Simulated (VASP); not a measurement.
# CdSe (F-43m) in VASP: further runs, part 2 of 2

VASP 6.6.1. The steps go on from the part before.

## 3. Single point, PBEsol

This run uses another cell than the first one, of 27.21 Å³/atom, 0.817 times its volume.

INCAR reads:

```
SYSTEM = CdSe
ALGO = Normal
EDIFF = 1E-6
ENCUT = 520
GGA = PS
ISIF = 2
ISMEAR = -1
LASPH = .TRUE.
LCHARG = .FALSE.
LREAL = .FALSE.
LWAVE = .FALSE.
NBANDS = 16
NELM = 80
PREC = Accurate
SIGMA = 0.05
```

KPOINTS reads:

```
k-points
0
G
  8 8 8
  0 0 0
```

POSCAR reads:

```
CdSe
1.0
    0.0000000000      3.0075950161      3.0075950161
    3.0075950161      0.0000000000      3.0075950161
    3.0075950161      3.0075950161      0.0000000000
Cd Se
1 1
Direct
    0.0000000000      0.0000000000      0.0000000000
    0.2500000000      0.2500000000      0.2500000000
```

Potentials or basis: VASP PAW PBE potentials, release 64 (Cd, Se).

On the command line:

```console
> cat potpaw_PBE.64/Cd/POTCAR potpaw_PBE.64/Se/POTCAR > POTCAR
> mpirun -np 1 vasp_std > vasp.out
```

Wall time 7.3 s (1 thread of Intel Xeon 6975P-C (Granite Rapids), shared host); peak memory 0.18 GiB.

It converged, with:

```yaml
Free_energy: -6.1625 eV
Pressure: 2.2 GPa
Band_gap_on_the_k_mesh: 0.55 eV, direct
```

Levels at points of the mesh, in eV from the valence-band top:
| k point | band 5 | band 6 | band 7 | band 8 | band 9 | band 10 | band 11 | band 12 | band 13 | band 14 |
| --- | --- | --- | --- | --- | --- | --- | --- | --- | --- | --- |
| (0.00, 0.00, 0.00) | -7.62 | -7.62 | 0.00 | 0.00 | 0.00 | 0.55 | 5.85 | 5.85 | 5.85 | 9.73 |
| (0.50, 0.00, 0.00) | -7.59 | -7.30 | -4.65 | -0.81 | -0.81 | 2.33 | 6.37 | 6.37 | 7.37 | 9.98 |
| (0.50, 0.50, 0.00) | -7.55 | -7.23 | -4.29 | -2.00 | -2.00 | 2.93 | 3.70 | 9.14 | 10.33 | 10.33 |

Caveat: the PAW data sets were made with another functional, which shifts forces and pressure a little. PBEsol gaps usually lie below the measured ones, often by a third to a half.

## 4. Single point, PBEsol

This run uses another cell than the first one, of 27.78 Å³/atom, 0.835 times its volume.

INCAR reads:

```
SYSTEM = CdSe
PREC = Accurate
ENCUT = 520
EDIFF = 1E-6
ISMEAR = -1
SIGMA = 0.05
LREAL = .FALSE.
LASPH = .TRUE.
NELM = 80
ALGO = Normal
ISIF = 2
LWAVE = .FALSE.
LCHARG = .FALSE.
GGA = PS
NBANDS = 16
```

KPOINTS reads:

```
regular mesh
0
G
  8 8 8
  0 0 0
```

POSCAR reads:

```
CdSe
1.0
    0.0000000000      3.0287759606      3.0287759606
    3.0287759606      0.0000000000      3.0287759606
    3.0287759606      3.0287759606      0.0000000000
Cd Se
1 1
Direct
    0.0000000000      0.0000000000      0.0000000000
    0.2500000000      0.2500000000      0.2500000000
```

Potentials or basis: VASP PAW PBE potentials, release 64 (Cd, Se).

On the command line:

```console
> cat potpaw_PBE.64/Cd/POTCAR potpaw_PBE.64/Se/POTCAR > POTCAR
> mpirun -np 1 vasp_std > vasp.out
```

OUTCAR:

```text
SYSTEM = CdSe
   PREC = Accurate
   ENCUT = 520
   EDIFF = 1E-6
   ISMEAR = -1
   LREAL = .FALSE.
   LASPH = .TRUE.
   NELM = 80
   ISIF = 2
   GGA = PS

 ion  position               nearest neighbor table
   1  0.000  0.000  0.000-   2 2.62   2 2.62   2 2.62   2 2.62
   2  0.250  0.250  0.250-   1 2.62   1 2.62   1 2.62   1 2.62

  LATTYP: Found a face centered cubic cell.
 ALAT       =     6.0575519212

  Lattice vectors:

 A1 = (   0.0000000000,   3.0287759606,   3.0287759606)
[... 624 lines left out ...]
      3      -6.8834      2.00000
      4      -6.6730      2.00000
      5      -6.6342      2.00000
      6      -6.2574      2.00000
[... 8 lines left out ...]
     15      12.5045      0.00000
     16      13.4956      0.00000

 [... further k-points ...]
[... 5 lines left out ...]
  --------------------------------------------------------------------------------------
  -------------------------------------------------------------------------------------
  Total        0.3447790      0.3447790      0.3447790     -0.0000000      0.0000000      0.0000000
  in kB        9.9407673      9.9407673      9.9407673     -0.0000000      0.0000000      0.0000000
  external PRESSURE =       9.9407673 kB  Pullay stress =       0.0000000 kB

 VOLUME and BASIS-vectors are now :
 -----------------------------------------------------------------------------
  energy-cutoff  :      520.00
  volume of cell :       55.57
      direct lattice vectors                 reciprocal lattice vectors
     0.000000000  3.028775961  3.028775961    -0.165083191  0.165083191  0.165083191
     3.028775961  0.000000000  3.028775961     0.165083191 -0.165083191  0.165083191
     3.028775961  3.028775961  0.000000000     0.165083191  0.165083191 -0.165083191

 POSITION                                       TOTAL-FORCE (eV/Angst)
 -----------------------------------------------------------------------------------
      0.00000      0.00000      0.00000        -0.000000      0.000000      0.000000
      1.51439      1.51439      1.51439         0.000000     -0.000000     -0.000000
 -----------------------------------------------------------------------------------
    total drift:                               -0.000000     -0.000000     -0.000000

  FREE ENERGIE OF THE ION-ELECTRON SYSTEM (eV)
  ---------------------------------------------------
  free  energy   TOTEN  =        -6.1742199637 eV

  energy  without entropy=       -6.1741861290  energy(sigma->0) =       -6.17420305
```

OSZICAR:

```text
N       E                     dE             d eps       ncg     rms          rms(c)
DAV:   1     0.109077044011E+03    0.10908E+03   -0.88218E+03   944   0.101E+03
DAV:   2    -0.263620467015E+01   -0.11171E+03   -0.10529E+03  1152   0.251E+02
DAV:   3    -0.653739657233E+01   -0.39012E+01   -0.38958E+01  1088   0.490E+01
DAV:   4    -0.655269249885E+01   -0.15296E-01   -0.15295E-01  1176   0.312E+00
DAV:   5    -0.655278440025E+01   -0.91901E-04   -0.91901E-04  1104   0.209E-01    0.614E+00
DAV:   6    -0.619885159645E+01    0.35393E+00   -0.56693E-01  1384   0.986E+00    0.491E+00
DAV:   7    -0.617551904635E+01    0.23333E-01   -0.13224E-01  1072   0.250E+00    0.220E+00
DAV:   8    -0.617428868927E+01    0.12304E-02   -0.13666E-02  1056   0.144E+00    0.223E-01
DAV:   9    -0.617417661650E+01    0.11207E-03   -0.14069E-03  1136   0.513E-01    0.434E-02
DAV:  10    -0.617419638286E+01   -0.19766E-04   -0.14579E-04  1168   0.157E-01    0.367E-02
DAV:  11    -0.617422042675E+01   -0.24044E-04   -0.42401E-05  1136   0.479E-02    0.155E-02
DAV:  12    -0.617421996371E+01    0.46304E-06   -0.15869E-06   840   0.170E-02
   1 F= -.61742200E+01 E0= -.61742030E+01  d E =-.338347E-04
```

Wall time 7.4 s (1 thread of Intel Xeon 6975P-C (Granite Rapids), shared host); peak memory 0.18 GiB.

What came out:

| Quantity | Value |
| --- | --- |
| Free energy | -6.1742 eV |
| Pressure | 1.0 GPa |
| Band gap on the k mesh | 0.51 eV, direct |

Caveat: the PAW data sets were made with another functional, which shifts forces and pressure a little.

## 5. Summary

```csv
level,spin,cell,smearing,gap on the mesh (eV),pressure (GPa)
RPBE+D3(BJ),"collinear, ferromagnetic start","a = 4.549 Å, angles 60.0°, 2 atoms",tetrahedron,0.43,-8.5
PBEsol,off,"a = 4.253 Å, angles 60.0°, 2 atoms",fermi-dirac 0.05 eV,0.55,2.2
PBEsol,off,"a = 4.283 Å, angles 60.0°, 2 atoms",fermi-dirac 0.05 eV,0.51,1.0
```

Alike in all rows: task single point; potentials or basis VASP PAW PBE potentials, release 64 (Cd, Se); k mesh 8 × 8 × 8; cutoff (eV) 520.

Caveats: the PAW data sets were made with another functional, which shifts forces and pressure a little.

Absolute energies hang on the potentials; compare differences alone.
